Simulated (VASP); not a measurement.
# TiO2 (Fm-3m) in VASP: notebook

Runs on TiO2. Level: PBE. Tasks: single point.

All numbers are computed with VASP 6.6.1; they aren't measurements. Logs are shortened: lines on timing, memory, paths and dates and some standing lists are left out, and cuts for length are marked.

**1. The cell of the first run**

It takes space group Fm-3m (No. 225, cubic). Conventional cell: a = 4.794 Å, b = 4.794 Å, c = 4.794 Å, α = 90.00°, β = 90.00°, γ = 90.00°. Within 2.7 Å of Ti (site symmetry m-3m) lie 8 O at 2.08 Å. O (site symmetry -43m) has 4 Ti at 2.08 Å and 6 O at 2.40 Å within 2.7 Å.

**2. Single point, PBE**

Input file INCAR:

```
SYSTEM = TiO2
ALGO = Normal ; EDIFF = 1E-6
ENCUT = 520 ; GGA = PE
ISIF = 2 ; ISMEAR = 0
LASPH = .TRUE. ; LCHARG = .FALSE.
LREAL = .FALSE. ; LWAVE = .FALSE.
NBANDS = 19 ; NELM = 80
PREC = Accurate ; SIGMA = 0.01
```

Input file KPOINTS:

```
k-points
0
G
  4 4 4
  0 0 0
```

Input file POSCAR:

```
TiO2
1.0
    0.0000000000      2.3968272558      2.3968272558
    2.3968272558      0.0000000000      2.3968272558
    2.3968272558      2.3968272558      0.0000000000
Ti O
1 2
Direct
    0.0000000000      0.0000000000      0.0000000000
    0.2500000000      0.2500000000      0.2500000000
    0.7500000000      0.7500000000      0.7500000000
```

Potentials or basis: VASP PAW PBE potentials, release 64 (Ti_sv, O).

Command:

```sh
$ cat potpaw_PBE.64/Ti_sv/POTCAR potpaw_PBE.64/O/POTCAR > POTCAR
$ mpirun -np 1 vasp_std > vasp.out
```

OUTCAR:

```text
SYSTEM = TiO2
   EDIFF = 1E-6
   ENCUT = 520
   GGA = PE
   ISIF = 2
   ISMEAR = 0
   LASPH = .TRUE.
   LREAL = .FALSE.
   NELM = 80
   PREC = Accurate

 ion  position               nearest neighbor table
   1  0.000  0.000  0.000-   3 2.08   3 2.08   3 2.08   2 2.08   3 2.08   2 2.08   2 2.08   2 2.08

   2  0.250  0.250  0.250-   1 2.08   1 2.08   1 2.08   1 2.08
   3  0.750  0.750  0.750-   1 2.08   1 2.08   1 2.08   1 2.08

  LATTYP: Found a face centered cubic cell.
 ALAT       =     4.7936545116

  Lattice vectors:

 A1 = (   0.0000000000,   2.3968272558,   2.3968272558)
 A2 = (   2.3968272558,   0.0000000000,   2.3968272558)
 A3 = (   2.3968272558,   2.3968272558,   0.0000000000)

Analysis of symmetry for initial positions (statically):
=====================================================================
 Subroutine PRICEL returns:
 Original cell was already a primitive cell.

 Routine SETGRP: Setting up the symmetry group for a
 face centered cubic supercell.

 Subroutine GETGRP returns: Found 48 space group operations
 (whereof 48 operations were pure point group operations)
 out of a pool of 48 trial point group operations.

The static configuration has the point symmetry O_h .

Analysis of symmetry for dynamics (positions and initial velocities):
=====================================================================
 Subroutine PRICEL returns:
 Original cell was already a primitive cell.

 Routine SETGRP: Setting up the symmetry group for a
 face centered cubic supercell.

 Subroutine GETGRP returns: Found 48 space group operations
 (whereof 48 operations were pure point group operations)
 out of a pool of 48 trial point group operations.

The dynamic configuration has the point symmetry O_h .

 Subroutine INISYM returns: Found 48 space group operations
 (whereof 48 operations are pure point group operations),
 and found     1 'primitive' translations

----------------------------------------------------------------------------------------

                                     Primitive cell

  volume of cell :      27.5385

  direct lattice vectors                    reciprocal lattice vectors
     0.000000000  2.396827256  2.396827256    -0.208609110  0.208609110  0.208609110
     2.396827256  0.000000000  2.396827256     0.208609110 -0.208609110  0.208609110
[... 68 lines left out ...]
   ENCUT  =  520.0 eV  38.22 Ry    6.18 a.u.   6.30  6.30  6.30*2*pi/ulx,y,z
   NELM   =     80;   NELMIN=  2; NELMDL= -5     # of ELM steps
   EDIFF  = 0.1E-05   stopping-criterion for ELM
   LREAL  =      F    real-space projection
   EDIFFG = 0.1E-04   stopping-criterion for IOM
   NSW    =      0    number of steps for IOM
   IBRION =     -1    ionic relax: 0-MD 1-quasi-New 2-CG
   NFREE  =      0    steps in history (QN), initial steepest desc. (CG)
   ISIF   =      2    stress and relaxation
   ISYM   =      2    0-nonsym 1-usesym 2-fastsym
   POTIM  = 0.5000    time-step for ionic-motion
   TEBEG  =    0.0;   TEEND  =   0.0 temperature during run
   PSTRESS=    0.0 pullay stress
   NELECT =      24.0000    total number of electrons
   NUPDOWN=      -1.0000    fix difference up-down
   EMIN   =  10.00;   EMAX   =-10.00  energy-range for DOS
   EFERMI =   0.00;   METHOD = LEGACY
   ISMEAR =     0;   SIGMA  =   0.01  broadening in eV -4-tet -1-fermi 0-gaus
   EFERMI_NEDOS =   21; number of points for ismear=-14 and -15
   IALGO  =     38    algorithm
   IMIX   =      4    mixing-type and parameters
     AMIX     =   0.40;   BMIX     =  1.00
     AMIX_MAG =   1.60;   BMIX_MAG =  1.00
  volume/ion in A,a.u.               =       9.18        61.95
  Fermi-wavevector in a.u.,A,eV,Ry     =   1.563742  2.955044 33.270189  2.445290
  Thomas-Fermi vector in A             =   2.666469
   LORBIT       =      0    0 simple, 1 ext, 2 COOP (PROOUT), +10 PAW based schemes
   GGA     = PE    functional components
   LHFCALC =     F    Hartree Fock is set to
   AEXX    =    0.0000 exact exchange contribution
   IVDW    =     0    specifies the selected vdW correction
   LEPSILON=     F    determine dielectric tensor
   LRPA    =     F    only Hartree local field effects (RPA)
 non-spin polarized calculation
 Gauss-broadening in eV      SIGMA  =   0.01
  energy-cutoff  :      520.00
  volume of cell :       27.54
 maximum number of plane-waves:       754
 NGX is ok and might be reduce to    28
   NGX = 13   NGY = 13   NGZ = 13

 number of electron      23.9999996 magnetization

 Free energy of the ion-electron system (eV)
  ---------------------------------------------------
  ext. energy  EPLUGINS =         0.00000000
  ---------------------------------------------------
  free energy    TOTEN  =       -26.01515416 eV

  energy without entropy =      -26.01515416  energy(sigma->0) =      -26.01515416

 E-fermi :   7.5049     XC(G=0): -12.2435

 val. band max:        7.3985009979   @ k =   0.5000   0.5000   0.0000
 cond. band min:       8.5213420627   @ k =   0.0000   0.0000   0.0000
 fundamental gap:      1.1228410648
 Fermi energy:         7.5048841046

 k-point     1 :       0.0000    0.0000    0.0000
  band No.  band energies     occupation
      1     -50.3652      2.00000
      2     -26.4514      2.00000
      3     -26.4514      2.00000
      4     -26.4514      2.00000
      5     -12.3259      2.00000
      6      -8.4925      2.00000
[... 153 lines left out ...]
      6     -10.2074      2.00000
[... 11 lines left out ...]
     18      19.0646      0.00000
     19      23.4330      0.00000

------------------------ aborting loop because EDIFF is reached ----------------------------------------

  FORCE on cell =-STRESS in cart. coord.  units (eV):
  Direction    XX          YY          ZZ          XY          YZ          ZX
  --------------------------------------------------------------------------------------
  -------------------------------------------------------------------------------------
  Total        1.1551874      1.1551874      1.1551874      0.0000000     -0.0000000      0.0000000
  in kB       67.2082896     67.2082896     67.2082896      0.0000000     -0.0000000      0.0000000
  external PRESSURE =      67.2082896 kB  Pullay stress =       0.0000000 kB

 VOLUME and BASIS-vectors are now :
 -----------------------------------------------------------------------------
  energy-cutoff  :      520.00
  volume of cell :       27.54
      direct lattice vectors                 reciprocal lattice vectors
     0.000000000  2.396827256  2.396827256    -0.208609110  0.208609110  0.208609110
     2.396827256  0.000000000  2.396827256     0.208609110 -0.208609110  0.208609110
     2.396827256  2.396827256  0.000000000     0.208609110  0.208609110 -0.208609110

 POSITION                                       TOTAL-FORCE (eV/Angst)
 -----------------------------------------------------------------------------------
      0.00000      0.00000      0.00000        -0.000000     -0.000000     -0.000000
      1.19841      1.19841      1.19841         0.000000      0.000000      0.000000
      3.59524      3.59524      3.59524        -0.000000     -0.000000     -0.000000
 -----------------------------------------------------------------------------------
    total drift:                                0.000000     -0.000000      0.000000

  FREE ENERGIE OF THE ION-ELECTRON SYSTEM (eV)
  ---------------------------------------------------
  free  energy   TOTEN  =       -26.0151541550 eV

  energy  without entropy=      -26.0151541550  energy(sigma->0) =      -26.01515416
```

stdout:

```text
POSCAR found type information on POSCAR TiO
 POSCAR found :  2 types and       3 ions
 scaLAPACK will be used
 LDA part: xc-table for (Slater+PW92), standard interpolation
 POSCAR, INCAR and KPOINTS ok, starting setup
 FFT: planning ... GRIDC
 FFT: planning ... GRID_SOFT
 FFT: planning ... GRID
 WAVECAR not read
 entering main loop
```

Wall time 4.8 s (1 thread of Intel Xeon 6975P-C (Granite Rapids), shared host); peak memory 0.15 GiB.

Results:

* Free energy: -26.0152 eV
* Pressure: 6.7 GPa
* Band gap on the k mesh: 1.12 eV, indirect (least direct gap 1.83 eV)

Levels at points of the mesh, in eV from the valence-band top:
```csv
k point,band 9,band 10,band 11,band 12,band 13,band 14,band 15,band 16
"(0.00, 0.00, 0.00)",-6.03,-0.87,-0.87,-0.87,1.12,1.12,5.37,5.37
"(0.50, 0.00, 0.00)",-3.39,-3.29,-2.55,-2.55,1.47,1.47,2.86,4.97
"(0.50, 0.50, 0.00)",-4.63,-2.11,-2.11,0.00,1.83,1.84,2.89,4.17
```

Caveat: the k points lie up to 0.57 Å⁻¹ apart. A k mesh can miss the band edges.

**3. Single point, PBE**

Input file INCAR:

```
PREC = Accurate
ENCUT = 520
EDIFF = 1E-7
ISMEAR = 0
SIGMA = 0.01
LREAL = F
LASPH = T
NELM = 60
ALGO = Normal
ISIF = 2
LWAVE = F
LCHARG = F
GGA = PE
NBANDS = 19
```

Input file KPOINTS:

```
regular mesh
0
Gamma
  4 4 4
```

POSCAR is that of step 2.

Potentials or basis: VASP PAW PBE potentials, release 64 (Ti_sv, O).

Command:

```sh
$ cat potpaw_PBE.64/Ti_sv/POTCAR potpaw_PBE.64/O/POTCAR > POTCAR
$ mpirun -np 1 vasp_std > vasp.out
```

It took 4.9 s on 1 thread of Intel Xeon 6975P-C (Granite Rapids), shared host; peak memory 0.15 GiB.

Results (log left out):

| Property | Result |
| --- | --- |
| Free energy | -26.0152 eV |
| Pressure | 6.7 GPa |
| Band gap on the k mesh | 1.12 eV, indirect (least direct gap 1.83 eV) |

Levels at points of the mesh, in eV from the valence-band top:
| k point | band 9 | band 10 | band 11 | band 12 | band 13 | band 14 | band 15 | band 16 |
| --- | --- | --- | --- | --- | --- | --- | --- | --- |
| (0.00, 0.00, 0.00) | -6.03 | -0.87 | -0.87 | -0.87 | 1.12 | 1.12 | 5.37 | 5.37 |
| (0.50, 0.00, 0.00) | -3.39 | -3.29 | -2.55 | -2.55 | 1.47 | 1.47 | 2.86 | 4.97 |
| (0.50, 0.50, 0.00) | -4.63 | -2.11 | -2.11 | 0.00 | 1.83 | 1.84 | 2.89 | 4.17 |

Caveat: the k points lie up to 0.57 Å⁻¹ apart.
